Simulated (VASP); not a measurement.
ZnSn2N2:

```
CELL_PARAMETERS angstrom
4.26839 0.00000 0.00000
0.00000 4.26839 0.00000
0.00000 0.00000 6.03517
ATOMIC_POSITIONS crystal
Zn 0.50000 0.50000 0.61878
Sn 0.50000 0.00000 0.04670
Sn 0.00000 0.50000 0.04670
N 0.50000 0.50000 0.98573
N 0.00000 0.00000 0.80283
```

The cell was generated, and may not be a known phase.

| Property | Result |
| --- | --- |
| Program | VASP 6.6.1 |
| Task | relaxation of cell and atoms |
| Functional | PBE |
| Potentials or basis | VASP PAW PBE potentials, release 64 (Zn, Sn_d, N) |
| Cutoff | 600 eV |
| k mesh | 4 × 4 × 4 |
| Occupations | gaussian, width 0.1 eV |
| Spin | no spin polarisation |

At the start: pressure 2.0 GPa; volume 21.99 Å³/atom.

Q: How do energy, volume and symmetry change on relaxing?

A: Over 18 steps the energy falls by 624.0 meV/atom and the volume is 18.83 Å³/atom (-14.4 %); space group P4mm (No. 99, to 0.1 Å) before and after.

The path:
```tsv
step	energy change (eV)	largest force (eV/Å)	pressure (GPa)	volume (Å³)
1	0.0000	2.7698	1.98	109.96
2	-1.1614	2.2650	-2.93	113.88
3	-1.3136	2.4976	-3.64	115.68
4	-1.3210	1.9812	-3.63	115.28
5	-1.8861	2.8342	-1.59	107.74
6	-2.1197	6.1744	12.19	87.98
7	-2.2855	4.8976	5.33	95.05
8	-2.5181	3.6714	4.90	93.96
9	-2.8406	1.2790	5.13	90.91
10	-2.8541	1.2412	5.51	90.21
11	-2.9468	1.0124	3.42	91.83
12	-3.0514	0.6622	-1.13	96.04
13	-3.0522	0.6407	-1.49	96.42
14	-3.0746	0.5163	-1.23	96.02
15	-3.1149	0.1152	-0.56	94.87
16	-3.1194	0.1055	-0.19	94.30
17	-3.1194	0.0790	-0.22	94.36
18	-3.1202	0.0255	-0.04	94.16
```

Final structure:
```
Zn Sn N
1.0
     4.34799    0.00000    0.00000
     0.00000    4.34799    0.00000
     0.00000    0.00000    4.98093
Zn Sn N
1 2 2
Direct
  0.50000 0.50000 0.50606
  0.50000 0.00000 0.07798
  0.00000 0.50000 0.07798
  0.50000 0.50000 0.89296
  0.00000 0.00000 0.94575
```

Caveat: the k points lie up to 0.36 Å⁻¹ apart in the final cell, too coarse for converged energies and pressures of a metal; a cell axis changed by over 15 % at a fixed basis, so the end point is rough.
